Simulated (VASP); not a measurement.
Write the native input for VASP 6.6.1 that does the following.

| Quantity | Value |
| --- | --- |
| Task | single point |
| Functional | PBE |
| Potentials or basis | VASP PAW PBE potentials, release 64 (Si) |
| Cutoff | 520 eV |
| k mesh | 1 × 1 × 1, shifted |
| Occupations | fermi-dirac, width 0.05 eV |
| Spin | no spin polarisation |
| Dipole correction | no |
| Further INCAR settings | LREAL = Auto; ALGO = Normal; EDIFF = 1e-06; NBANDS = 56; ISYM = 0 |

The structure of Si lies in POSCAR:

```
Si
1.0
    7.2812860000      0.0138440000     -0.2431290000
    0.0138440000      7.4715990000     -0.0584000000
   -0.2431290000     -0.0584000000      7.1523540000
Si
20
Direct
    0.0264215913      0.1542538952      0.3726032412
    0.1428110777      0.4973678913      0.7314300717
    0.6482619756      0.9380914337      0.0075095312
    0.9365668786      0.0802886988      0.0497053737
    0.5204449500      0.8341504758      0.2826010357
    0.9607561779      0.9218345467      0.6038661993
    0.1571979125      0.7940336949      0.8555070036
    0.8334678676      0.4897597242      0.6802362099
    0.5278073531      0.3795276599      0.8045624824
    0.5113558203      0.0839535796      0.5260221066
    0.4645095203      0.6135271636      1.0295823894
    0.7824666389      0.1784674923      0.6766781724
    0.3964591762      1.0100087213      0.8034714490
    0.2550241266      0.4204672640      0.1861873796
    0.9995328445      0.6317402943      0.2179226663
    0.7884439898      0.6983187048      0.4499410140
    0.7788118892      0.6455025890      0.9670440119
    0.2958278318      0.3124864857      0.4838382630
    0.1789186839      0.8910720946      0.2156390653
    0.1792825300      0.2315119008      0.9219362013
```

These files were run (other wordings do the same):

INCAR

```
PREC = Accurate
ENCUT = 520
EDIFF = 1E-6
ISMEAR = -1
SIGMA = 0.05
LREAL = Auto
LASPH = True
NELM = 80
ALGO = Normal
ISIF = 2
LWAVE = False
LCHARG = True
GGA = PE
LELF = True
LVHAR = True
ISYM = 0
NBANDS = 56
```

KPOINTS

```
Automatic mesh
0
Gamma
  1 1 1
  0.25 0.25 0.25
```

Potentials or basis: VASP PAW PBE potentials, release 64 (Si).

Launch:

```bash
$ cat potpaw_PBE.64/Si/POTCAR > POTCAR
$ mpirun -np 1 vasp_std > vasp.out
```

It gave:

| Property | Result |
| --- | --- |
| Pressure | 1.0 GPa |
| Largest force | 1.300 eV/Å |
| Band gap on the k mesh | 0.54 eV |

Caveat: the k points lie up to 0.88 Å⁻¹ apart.

Wall time 53 s on 1 thread of Intel(R) Xeon(R) Platinum 8375C CPU @ 2.90GHz (Ice Lake), with other jobs on the host, peak memory 0.35 GiB.
